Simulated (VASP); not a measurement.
# Au (Fm-3m) in VASP: a series of runs

Au is run at these levels: LDA, PBE, PBEsol, r2SCAN; tasks: single point.

All numbers are computed with VASP 6.6.1; they aren't measurements. Logs are shortened: lines on timing, memory, paths and dates and some standing lists are left out, and cuts for length are marked.

**1. The cell of the first run**

Symmetry: Fm-3m, No. 225, cubic system. The conventional cell has a = 4.114 Å, b = 4.114 Å, c = 4.114 Å, α = 90.00°, β = 90.00°, γ = 90.00°. Within 3.8 Å of Au (site symmetry m-3m) lie 12 Au at 2.91 Å.

**2. Single point, LDA**

INCAR

```
ALGO = Normal ; EDIFF = 1E-6
ENCUT = 520 ; GGA = CA
ISIF = 2 ; ISMEAR = -1
LASPH = True ; LCHARG = False
LREAL = False ; LWAVE = False
NBANDS = 12 ; NELM = 80
PREC = Accurate ; SIGMA = 0.06
```

KPOINTS

```
k-points
0
Gamma
  12 12 12
```

POSCAR

```
Au
1.0
    0.0000000000      2.0568105000      2.0568105000
    2.0568105000      0.0000000000      2.0568105000
    2.0568105000      2.0568105000      0.0000000000
Au
1
Direct
    0.0000000000      0.0000000000      0.0000000000
```

Potentials or basis: VASP PAW LDA potentials, release 64 (Au).

Started as:

```console
> cat potpaw_LDA.64/Au/POTCAR > POTCAR
> mpirun -np 1 vasp_std > vasp.out
```

OUTCAR:

```text
EDIFF = 1E-6
   ENCUT = 520
   GGA = CA
   ISIF = 2
   ISMEAR = -1
   LASPH = True
   LREAL = False
   NELM = 80
   PREC = Accurate

 ion  position               nearest neighbor table
   1  0.000  0.000  0.000-

  LATTYP: Found a face centered cubic cell.
 ALAT       =     4.1136210000

  Lattice vectors:

 A1 = (   0.0000000000,   2.0568105000,   2.0568105000)
 A2 = (   2.0568105000,   0.0000000000,   2.0568105000)
 A3 = (   2.0568105000,   2.0568105000,   0.0000000000)

Analysis of symmetry for initial positions (statically):
=====================================================================
 Subroutine PRICEL returns:
 Original cell was already a primitive cell.

 Routine SETGRP: Setting up the symmetry group for a
 face centered cubic supercell.

 Subroutine GETGRP returns: Found 48 space group operations
 (whereof 48 operations were pure point group operations)
 out of a pool of 48 trial point group operations.

The static configuration has the point symmetry O_h .

Analysis of symmetry for dynamics (positions and initial velocities):
=====================================================================
 Subroutine PRICEL returns:
 Original cell was already a primitive cell.

 Routine SETGRP: Setting up the symmetry group for a
 face centered cubic supercell.

 Subroutine GETGRP returns: Found 48 space group operations
 (whereof 48 operations were pure point group operations)
 out of a pool of 48 trial point group operations.

The dynamic configuration has the point symmetry O_h .

 Subroutine INISYM returns: Found 48 space group operations
 (whereof 48 operations are pure point group operations),
 and found     1 'primitive' translations

----------------------------------------------------------------------------------------

                                     Primitive cell

  volume of cell :      17.4025

  direct lattice vectors                    reciprocal lattice vectors
     0.000000000  2.056810500  2.056810500    -0.243094831  0.243094831  0.243094831
     2.056810500  0.000000000  2.056810500     0.243094831 -0.243094831  0.243094831
     2.056810500  2.056810500  0.000000000     0.243094831  0.243094831 -0.243094831

  length of vectors
     2.908769304  2.908769304  2.908769304     0.421052598  0.421052598  0.421052598

  position of ions in fractional coordinates (direct lattice)
     0.000000000  0.000000000  0.000000000

  ion indices of the primitive-cell ions
   primitive index   ion index
                 1           1

----------------------------------------------------------------------------------------

 KPOINTS: k-points

Automatic generation of k-mesh.
 Grid dimensions read from file:
 generate k-points for:   12   12   12

 Generating k-lattice:

  Cartesian coordinates                     Fractional coordinates (reciprocal lattice)
    -0.020257903  0.020257903  0.020257903     0.083333333  0.000000000  0.000000000
     0.020257903 -0.020257903  0.020257903     0.000000000  0.083333333  0.000000000
     0.020257903  0.020257903 -0.020257903     0.000000000  0.000000000  0.083333333

  Length of vectors
     0.035087716  0.035087716  0.035087716

  Shift w.r.t. Gamma in fractional coordinates (k-lattice)
     0.000000000  0.000000000  0.000000000

 Subroutine IBZKPT returns following result:
 ===========================================

 Found     72 irreducible k-points:

 Following reciprocal coordinates:
            Coordinates               Weight
  0.000000  0.000000  0.000000      1.000000
  0.083333  0.000000  0.000000      8.000000
  0.166667  0.000000  0.000000      8.000000
  0.250000  0.000000  0.000000      8.000000
  0.333333  0.000000  0.000000      8.000000
  0.416667  0.000000  0.000000      8.000000
[... 16 lines left out ...]
  0.500000  0.166667  0.000000     24.000000
 -0.416667  0.166667  0.000000     24.000000
 [... further k-points ...]
   k-points           NKPTS =     72   k-points in BZ     NKDIM =     72   number of bands    NBANDS=     12
   number of dos      NEDOS =    301   number of ions     NIONS =      1
   total plane-waves  NPLWV =  13824
   dimension x,y,z NGX =    24 NGY =   24 NGZ =   24
   dimension x,y,z NGXF=    48 NGYF=   48 NGZF=   48
   ions per type =               1
   NGX,Y,Z   is equivalent  to a cutoff of  13.72, 13.72, 13.72 a.u.
   NGXF,Y,Z  is equivalent  to a cutoff of  27.43, 27.43, 27.43 a.u.
 SYSTEM =  unknown system
   PREC   = accura    normal or accurate (medium, high low for compatibility)
   ISTART =      0    job   : 0-new  1-cont  2-samecut
   ICHARG =      2    charge: 1-file 2-atom 10-const
   ISPIN  =      1    spin polarized calculation?
   LNONCOLLINEAR =      F non collinear calculations
   LSORBIT =      F    spin-orbit coupling
   LASPH  =      T    aspherical Exc in radial PAW
   ENCUT  =  520.0 eV  38.22 Ry    6.18 a.u.   5.41  5.41  5.41*2*pi/ulx,y,z
   NELM   =     80;   NELMIN=  2; NELMDL= -5     # of ELM steps
   EDIFF  = 0.1E-05   stopping-criterion for ELM
   LREAL  =      F    real-space projection
   EDIFFG = 0.1E-04   stopping-criterion for IOM
   NSW    =      0    number of steps for IOM
   IBRION =     -1    ionic relax: 0-MD 1-quasi-New 2-CG
   NFREE  =      0    steps in history (QN), initial steepest desc. (CG)
   ISIF   =      2    stress and relaxation
   ISYM   =      2    0-nonsym 1-usesym 2-fastsym
   POTIM  = 0.5000    time-step for ionic-motion
   TEBEG  =    0.0;   TEEND  =   0.0 temperature during run
   PSTRESS=    0.0 pullay stress
   NELECT =      11.0000    total number of electrons
   NUPDOWN=      -1.0000    fix difference up-down
   EMIN   =  10.00;   EMAX   =-10.00  energy-range for DOS
   EFERMI =   0.00;   METHOD = LEGACY
   ISMEAR =    -1;   SIGMA  =   0.06  broadening in eV -4-tet -1-fermi 0-gaus
   EFERMI_NEDOS =   21; number of points for ismear=-14 and -15
   IALGO  =     38    algorithm
   IMIX   =      4    mixing-type and parameters
     AMIX     =   0.40;   BMIX     =  1.00
     AMIX_MAG =   1.60;   BMIX_MAG =  1.00
  volume/ion in A,a.u.               =      17.40       117.44
  Fermi-wavevector in a.u.,A,eV,Ry     =   1.404973  2.655015 26.857225  1.973950
  Thomas-Fermi vector in A             =   2.527481
   LORBIT       =      0    0 simple, 1 ext, 2 COOP (PROOUT), +10 PAW based schemes
   GGA     = CA    functional components
   LHFCALC =     F    Hartree Fock is set to
   AEXX    =    0.0000 exact exchange contribution
   IVDW    =     0    specifies the selected vdW correction
   LEPSILON=     F    determine dielectric tensor
   LRPA    =     F    only Hartree local field effects (RPA)
 non-spin polarized calculation
  energy-cutoff  :      520.00
  volume of cell :       17.40
 maximum number of plane-waves:       487
 NGX is ok and might be reduce to    24
   NGX = 11   NGY = 11   NGZ = 11

 number of electron      11.0000001 magnetization

 Free energy of the ion-electron system (eV)
  ---------------------------------------------------
  ext. energy  EPLUGINS =         0.00000000
  ---------------------------------------------------
  free energy    TOTEN  =        -4.41890130 eV

  energy without entropy =       -4.41382809  energy(sigma->0) =       -4.41636469

 E-fermi :   8.8587     XC(G=0): -12.8628

 val. band max:        8.8110920109   @ k =   0.5000   0.0833   0.0000
 cond. band min:       8.9831561874   @ k =   0.5000   0.2500   0.0833
 fundamental gap:      0.1720641765
 Fermi energy:         8.8587105681

 k-point     1 :       0.0000    0.0000    0.0000
  band No.  band energies     occupation
      1      -0.7613      2.00000
      2       4.3333      2.00000
      3       4.3333      2.00000
      4       4.3333      2.00000
      5       5.8172      2.00000
      6       5.8172      2.00000
      7      23.4484      0.00000
      8      27.2815      0.00000
      9      27.2815      0.00000
     10      27.2815      0.00000
     11      32.2460      0.00000
     12      36.5865      0.00000

 k-point     2 :       0.0833    0.0000    0.0000
  band No.  band energies     occupation
      1      -0.5248      2.00000
      2       4.2597      2.00000
      3       4.4121      2.00000
      4       4.4121      2.00000
      5       5.7835      2.00000
      6       5.7835      2.00000
      7      23.7075      0.00000
      8      25.8885      0.00000
      9      27.5532      0.00000
     10      27.5532      0.00000
     11      32.9631      0.00000
     12      34.8633      0.00000

 k-point     3 :       0.1667    0.0000    0.0000
  band No.  band energies     occupation
      1       0.1373      2.00000
      2       4.1221      2.00000
      3       4.5723      2.00000
      4       4.5723      2.00000
      5       5.7667      2.00000
      6       5.7667      2.00000
      7      22.9875      0.00000
      8      24.5200      0.00000
      9      28.2311      0.00000
     10      28.2311      0.00000
     11      31.0359      0.00000
     12      33.1716      0.00000
[... 286 lines left out ...]
 k-point    23 :       0.5000    0.1667    0.0000
  band No.  band energies     occupation
      1       2.3654      2.00000
      2       3.9555      2.00000
      3       4.8640      2.00000
      4       4.9819      2.00000
      5       7.0207      2.00000
      6       9.5672      0.00001
      7      12.9448      0.00000
      8      22.3475      0.00000
      9      23.9368      0.00000
     10      24.6950      0.00000
     11      33.7923      0.00000
     12      34.4115      0.00000

 k-point    24 :      -0.4167    0.1667    0.0000
  band No.  band energies     occupation
      1       2.4077      2.00000
      2       3.9549      2.00000
      3       4.8021      2.00000
      4       5.2441      2.00000
      5       6.7658      2.00000
      6      10.1426      0.00000
      7      12.3529      0.00000
      8      21.5908      0.00000
      9      24.4322      0.00000
     10      24.9091      0.00000
     11      33.3084      0.00000
     12      33.9302      0.00000

 [... further k-points ...]
[... 5 lines left out ...]
  --------------------------------------------------------------------------------------
  -------------------------------------------------------------------------------------
  Total       -0.8387539     -0.8387539     -0.8387539      0.0000000      0.0000000      0.0000000
  in kB      -77.2204406    -77.2204406    -77.2204406      0.0000000      0.0000000      0.0000000
  external PRESSURE =     -77.2204406 kB  Pullay stress =       0.0000000 kB

 VOLUME and BASIS-vectors are now :
 -----------------------------------------------------------------------------
  energy-cutoff  :      520.00
  volume of cell :       17.40
      direct lattice vectors                 reciprocal lattice vectors
     0.000000000  2.056810500  2.056810500    -0.243094831  0.243094831  0.243094831
     2.056810500  0.000000000  2.056810500     0.243094831 -0.243094831  0.243094831
     2.056810500  2.056810500  0.000000000     0.243094831  0.243094831 -0.243094831

 POSITION                                       TOTAL-FORCE (eV/Angst)
 -----------------------------------------------------------------------------------
      0.00000      0.00000      0.00000         0.000000      0.000000      0.000000
 -----------------------------------------------------------------------------------
    total drift:                                0.000000      0.000000     -0.000000

  FREE ENERGIE OF THE ION-ELECTRON SYSTEM (eV)
  ---------------------------------------------------
  free  energy   TOTEN  =        -4.4189013004 eV

  energy  without entropy=       -4.4138280893  energy(sigma->0) =       -4.41636469
```

Run time: 4.2 s. Hardware: 1 thread of Intel Xeon 6975P-C, shared host; peak memory 0.14 GiB.

Results:

* Free energy: -4.4189 eV
* Pressure: -7.7 GPa

Levels at points of the mesh, in eV from the Fermi level:
```
           k point  band 2  band 3  band 4  band 5  band 6  band 7  band 8  band 9  band 10  band 11
(0.00, 0.00, 0.00)   -4.53   -4.53   -4.53   -3.04   -3.04   14.59   18.42   18.42    18.42    23.39
(0.50, 0.00, 0.00)   -4.55   -4.55   -1.88   -1.88   -0.83    3.01   14.04   16.93    16.93    24.68
(0.50, 0.50, 0.00)   -6.52   -1.92   -1.57   -1.57    1.09    5.64    9.93    9.93    17.10    19.64
```

Caveat: spin-orbit coupling is left out, which moves the levels of the heavy elements.

**3. Single point, PBE**

INCAR

```
ALGO = Normal ; EDIFF = 1E-6
ENCUT = 520 ; GGA = PE
ISIF = 2 ; ISMEAR = -1
LASPH = T ; LCHARG = F
LREAL = F ; LWAVE = F
NBANDS = 12 ; NELM = 100
PREC = Accurate ; SIGMA = 0.06
```

KPOINTS is that of step 2.

POSCAR is that of step 2.

Potentials or basis: VASP PAW PBE potentials, release 64 (Au).

Started as:

```console
> cat potpaw_PBE.64/Au/POTCAR > POTCAR
> mpirun -np 1 vasp_std > vasp.out
```

OUTCAR:

```text
EDIFF = 1E-6
   ENCUT = 520
   GGA = PE
   ISIF = 2
   ISMEAR = -1
   LASPH = T
   LREAL = F
   NELM = 100
   PREC = Accurate

 ion  position               nearest neighbor table
   1  0.000  0.000  0.000-

  LATTYP: Found a face centered cubic cell.
 ALAT       =     4.1136210000

  Lattice vectors:

 A1 = (   0.0000000000,   2.0568105000,   2.0568105000)
 A2 = (   2.0568105000,   0.0000000000,   2.0568105000)
 A3 = (   2.0568105000,   2.0568105000,   0.0000000000)

Analysis of symmetry for initial positions (statically):
=====================================================================
 Subroutine PRICEL returns:
 Original cell was already a primitive cell.

 Routine SETGRP: Setting up the symmetry group for a
 face centered cubic supercell.

 Subroutine GETGRP returns: Found 48 space group operations
 (whereof 48 operations were pure point group operations)
 out of a pool of 48 trial point group operations.

The static configuration has the point symmetry O_h .

Analysis of symmetry for dynamics (positions and initial velocities):
=====================================================================
 Subroutine PRICEL returns:
 Original cell was already a primitive cell.

[... 158 lines left out ...]
 Fermi energy:         9.0701070321

 k-point     1 :       0.0000    0.0000    0.0000
  band No.  band energies     occupation
      1      -0.5077      2.00000
      2       4.5456      2.00000
      3       4.5456      2.00000
      4       4.5456      2.00000
      5       6.0056      2.00000
      6       6.0056      2.00000
      7      23.6769      0.00000
      8      27.5573      0.00000
      9      27.5573      0.00000
     10      27.5573      0.00000
     11      32.3935      0.00000
     12      36.8053      0.00000
[... 331 lines left out ...]
 k-point    24 :      -0.4167    0.1667    0.0000
  band No.  band energies     occupation
      1       2.6388      2.00000
      2       4.1627      2.00000
      3       5.0038      2.00000
      4       5.4539      2.00000
      5       6.9518      2.00000
      6      10.3626      0.00000
      7      12.5787      0.00000
      8      21.8313      0.00000
      9      24.6652      0.00000
     10      25.1982      0.00000
     11      33.5357      0.00000
     12      34.1759      0.00000

 [... further k-points ...]
[... 5 lines left out ...]
  --------------------------------------------------------------------------------------
  -------------------------------------------------------------------------------------
  Total        0.5120197      0.5120197      0.5120197      0.0000000      0.0000000      0.0000000
  in kB       47.1394425     47.1394425     47.1394425      0.0000000      0.0000000      0.0000000
  external PRESSURE =      47.1394425 kB  Pullay stress =       0.0000000 kB

 VOLUME and BASIS-vectors are now :
 -----------------------------------------------------------------------------
  energy-cutoff  :      520.00
  volume of cell :       17.40
      direct lattice vectors                 reciprocal lattice vectors
     0.000000000  2.056810500  2.056810500    -0.243094831  0.243094831  0.243094831
     2.056810500  0.000000000  2.056810500     0.243094831 -0.243094831  0.243094831
     2.056810500  2.056810500  0.000000000     0.243094831  0.243094831 -0.243094831

 POSITION                                       TOTAL-FORCE (eV/Angst)
 -----------------------------------------------------------------------------------
      0.00000      0.00000      0.00000         0.000000      0.000000      0.000000
 -----------------------------------------------------------------------------------
    total drift:                               -0.000000     -0.000000     -0.000000

  FREE ENERGIE OF THE ION-ELECTRON SYSTEM (eV)
  ---------------------------------------------------
  free  energy   TOTEN  =        -3.2059788358 eV

  energy  without entropy=       -3.2009709706  energy(sigma->0) =       -3.20347490
```

stdout:

```text
POSCAR found type information on POSCAR Au
 POSCAR found :  1 types and       1 ions
 scaLAPACK will be used
 LDA part: xc-table for (Slater+PW92), standard interpolation
 POSCAR, INCAR and KPOINTS ok, starting setup
 FFT: planning ... GRIDC
 FFT: planning ... GRID_SOFT
 FFT: planning ... GRID
 WAVECAR not read
 entering main loop
```

It took 5.7 s on 1 thread of Intel Xeon 6975P-C, shared host; peak memory 0.15 GiB.

What came out:

* Free energy: -3.2060 eV
* Pressure: 4.7 GPa

Caveat: spin-orbit coupling is left out, which moves the levels of the heavy elements.

**4. Single point, PBEsol**

INCAR

```
SYSTEM = Au
PREC = Accurate ; ENCUT = 520
EDIFF = 1E-6 ; ISMEAR = -1
SIGMA = 0.06 ; LREAL = .FALSE.
LASPH = .TRUE. ; NELM = 60
ALGO = Normal ; ISIF = 2
LWAVE = .FALSE. ; LCHARG = .FALSE.
GGA = PS ; NBANDS = 12
```

KPOINTS

```
Automatic mesh
0
G
  12 12 12
  0 0 0
```

POSCAR is that of step 3.

Started as:

```console
> cat potpaw_PBE.64/Au/POTCAR > POTCAR
> mpirun -np 1 vasp_std > vasp.out
```

Wall time 5.7 s (1 thread of Intel Xeon 6975P-C, shared host); peak memory 0.15 GiB.

The run converged. Its results:

| Quantity | Value |
| --- | --- |
| Free energy | -3.9122 eV |
| Pressure | -3.9 GPa |

Levels at points of the mesh, in eV from the Fermi level:
```
           k point  band 2  band 3  band 4  band 5  band 6  band 7  band 8  band 9  band 10  band 11
(0.00, 0.00, 0.00)   -4.50   -4.50   -4.50   -3.02   -3.02   14.60   18.47   18.47    18.47    23.27
(0.50, 0.00, 0.00)   -4.53   -4.53   -1.86   -1.86   -0.86    3.01   14.03   17.00    17.00    24.64
(0.50, 0.50, 0.00)   -6.50   -1.90   -1.55   -1.55    1.09    5.65    9.97    9.97    17.01    19.57
```

Caveat: the PAW data sets were made with another functional, which shifts forces and pressure a little; spin-orbit coupling is left out, which moves the levels of the heavy elements.

**5. Single point, r2SCAN**

POSCAR is that of step 4.

INCAR.step1

```
SYSTEM = Au
  PREC = Accurate
  ENCUT = 550
  ISMEAR = -1
  SIGMA = 0.06
  LREAL = .False.
  LASPH = .True.
  NELM = 120
  NBANDS = 12
  GGA = PE
  ALGO = Normal
  EDIFF = 1E-5
  LWAVE = .True.
  LCHARG = .False.
  GGA_COMPAT = .False.
```

INCAR.step2

```
SYSTEM = Au
  PREC = Accurate
  ENCUT = 550
  EDIFF = 1E-6
  ISMEAR = -1
  SIGMA = 0.06
  LREAL = .False.
  LASPH = .True.
  NELM = 120
  ALGO = Normal
  ISIF = 2
  LWAVE = .False.
  LCHARG = .False.
  METAGGA = R2SCAN
  LMIXTAU = .True.
  NBANDS = 12
  ISTART = 1
  GGA_COMPAT = .False.
```

KPOINTS

```
regular mesh
0
Gamma
  6 6 6
  0 0 0
```

Started as:

```console
> cat potpaw_PBE.64/Au/POTCAR > POTCAR
> cp INCAR.step1 INCAR
> mpirun -np 1 vasp_std > vasp.out
> cp INCAR.step2 INCAR
> mpirun -np 1 vasp_std > vasp.out
```

Wall time 8 s (1 thread of Intel Xeon 6975P-C (Granite Rapids), shared host); peak memory 0.14 GiB.

It converged, with:

```
Free energy : -50.5268 eV
Pressure    : 2.6 GPa
```

Levels at points of the mesh, in eV from the Fermi level:
```tsv
k point	band 4	band 5	band 6	band 7	band 8	band 9
(0.00, 0.00, 0.00)	-4.73	-3.25	-3.25	15.47	19.42	19.42
(0.50, 0.00, 0.00)	-2.04	-2.04	-0.59	3.17	14.94	17.86
(0.50, 0.50, 0.00)	-1.72	-1.72	1.36	5.94	10.57	10.57
```

Caveat: the k points lie up to 0.44 Å⁻¹ apart; the PAW data sets were made with another functional, which shifts forces and pressure a little; spin-orbit coupling is left out, which moves the levels of the heavy elements.

**6. Overview**

```csv
level,potentials or basis,k mesh,cutoff (eV),gap on the mesh (eV),pressure (GPa)
LDA,"VASP PAW LDA potentials, release 64 (Au)",12 × 12 × 12,520,none,-7.7
PBE,"VASP PAW PBE potentials, release 64 (Au)",12 × 12 × 12,520,none,4.7
PBEsol,"VASP PAW PBE potentials, release 64 (Au)",12 × 12 × 12,520,none,-3.9
r2SCAN,"VASP PAW PBE potentials, release 64 (Au)",6 × 6 × 6,550,none,2.6
```

Alike in all rows: task single point; no spin polarisation; cell as given; smearing fermi-dirac 0.06 eV.

Caveats: some runs use coarse meshes; spin-orbit coupling is left out, which moves the levels of the heavy elements; the PAW data sets were made with another functional, which shifts forces and pressure a little (some runs).

Total energies depend on the potentials used, so only differences within one code and one set of settings carry meaning.
